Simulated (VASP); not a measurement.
Wanted: the native input for a VASP 6.6.1 run.

| Quantity | Value |
| --- | --- |
| Task | single point |
| Functional | PBE |
| Potentials or basis | VASP PAW PBE potentials, release 64 (Sn_d, O) |
| Cutoff | 520 eV |
| k mesh | 12 × 12 × 12 |
| Occupations | gaussian, width 0.05 eV |
| Spin | no spin polarisation |
| Dipole correction | no |
| Further INCAR settings | ALGO = Normal; EDIFF = 1e-06; NBANDS = 20 |

The structure of SnO2 lies in POSCAR:

```
SnO2
1.0
    1.6976000000      0.9801098170      4.6559333333
   -1.6976000000      0.9801098170      4.6559333333
    0.0000000000     -1.9602196339      4.6559333333
Sn O
1 2
Direct
    0.5000000000      0.5000000000      0.5000000000
    0.2348826742      0.2348826742      0.2348826742
    0.7651173258      0.7651173258      0.7651173258
```

These files were run (other wordings do the same):

INCAR

```
SYSTEM = SnO2
PREC = Accurate
ENCUT = 520
EDIFF = 1E-6
ISMEAR = 0
SIGMA = 0.05
LREAL = .FALSE.
LASPH = .TRUE.
NELM = 100
ALGO = Normal
ISIF = 2
LWAVE = .FALSE.
LCHARG = .FALSE.
GGA = PE
NBANDS = 20
```

KPOINTS

```
regular mesh
0
G
  12 12 12
  0 0 0
```

Potentials or basis: VASP PAW PBE potentials, release 64 (Sn_d, O).

Launch:

```bash
$ cat potpaw_PBE.64/Sn_d/POTCAR potpaw_PBE.64/O/POTCAR > POTCAR
$ mpirun -np 1 vasp_std > vasp.out
```

Results of the run:

```
Pressure               : -9.8 GPa
Largest force          : 0.139 eV/Å
Band gap on the k mesh : 1.02 eV (least direct gap 1.12 eV)
```

Caveat: the cell stands under tension; spin-orbit coupling is left out, which moves the levels of the heavy elements.

Wall time 4.1 min on 1 thread of Intel(R) Xeon(R) Platinum 8259CL CPU @ 2.50GHz (Skylake/Cascade Lake) (shared host), peak memory 0.35 GiB.
